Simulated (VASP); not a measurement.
Crystal: SrO (dlda).

```
Sr O
1.0
     0.00000    2.58066    2.58066
     2.58066    0.00000    2.58066
     2.58066    2.58066    0.00000
Sr O
1 1
Direct
  0.00000 0.00000 0.00000
  0.50000 0.50000 0.50000
```

| Quantity | Value |
| --- | --- |
| Program | VASP 6.6.1 |
| Task | relaxation of cell and atoms |
| Functional | LDA |
| Potentials or basis | VASP PAW LDA potentials, release 64 (Sr_sv, O) |
| Cutoff | 600 eV |
| k mesh | 6 × 6 × 6 |
| Occupations | gaussian, width 0.02 eV |
| Spin | no spin polarisation |

At the start: pressure -4.7 GPa; volume 17.19 Å³/atom.

**Question.** Where does the relaxation end?

**Answer.** Over 3 steps the energy falls by 12.9 meV/atom and the volume is 16.34 Å³/atom (-4.9 %); space group Fm-3m (No. 225, to 0.05 Å).

The path:
| step | energy change (eV) | largest force (eV/Å) | pressure (GPa) | volume (Å³) |
| --- | --- | --- | --- | --- |
| 1 | 0.0000 | 0.0000 | -4.67 | 34.37 |
| 2 | -0.0200 | 0.0000 | 2.53 | 31.94 |
| 3 | -0.0258 | 0.0000 | 0.00 | 32.69 |

Final structure:
```xyz
2
Lattice="0.0000 2.5377 2.5377 2.5377 0.0000 2.5377 2.5377 2.5377 0.0000" Properties=species:S:1:pos:R:3 pbc="T T T"
Sr    0.0000    0.0000    0.0000
O     2.5377    2.5377    2.5377
```
